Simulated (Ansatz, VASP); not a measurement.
## Yb in VASP and in Ansatz

Contents of INCAR:

```
ALGO = Normal
EDIFF = 1E-6
ENCUT = 520
GGA = PE
ISIF = 2
ISMEAR = -1
LASPH = True
LCHARG = True
LELF = True
LREAL = False
LVHAR = True
LWAVE = False
NBANDS = 18
NELM = 80
PREC = Accurate
SIGMA = 0.1
```

File KPOINTS:

```
k-points
0
Gamma
  17 17 17
```

Contents of POSCAR:

```
Yb
1.0
    0.0000000000      2.5798202954      2.5798202954
    2.5798202954      0.0000000000      2.5798202954
    2.5798202954      2.5798202954      0.0000000000
Yb
1
Direct
    0.0000000000      0.0000000000      0.0000000000
```

Input for Ansatz:

```yaml
crystal:
  lattice:
    - [0.0, 2.5798202954, 2.5798202954]
    - [2.5798202954, 0.0, 2.5798202954]
    - [2.5798202954, 2.5798202954, 0.0]
  atoms:
    - { symbol: Yb, position: [0.0, 0.0, 0.0] }
hamiltonian:
  xc: pbe
  pseudopotentials:
    kind: paw
    azcp:
      Yb: "pseudopotentials/Yb.paw.azcp"
basis:
  ecutwfc: 420
  fft_grid_basis: typed
kpoints:
  mp_grid: { grid: [17, 17, 17], shift: [0, 0, 0] }
magnetization:
  spin_polarized: false
scf:
  occupations: { method: fermi_dirac, width: 0.1 }
output:
  stress: true
```

Alike in both runs: task single point; functional PBE; k mesh 17 × 17 × 17; occupations fermi-dirac, width 0.1 eV; no spin polarisation.

```csv
,VASP,Ansatz
version,VASP 6.6.1,Ansatz 0.2.0
potentials or method,"VASP PAW PBE potentials, release 64 (Yb), cutoff 520 eV","plane waves (420 eV) with PAW, scalar-relativistic"
valence electrons in the cell,24,24
```

|  | VASP | Ansatz | Ansatz less VASP |
| --- | --- | --- | --- |
| pressure (GPa) | 1.2 | 0.8 | -0.37 |

With one functional, cell and mesh, what is left measures potentials, basis and numerics.

Spin-orbit coupling is off throughout.
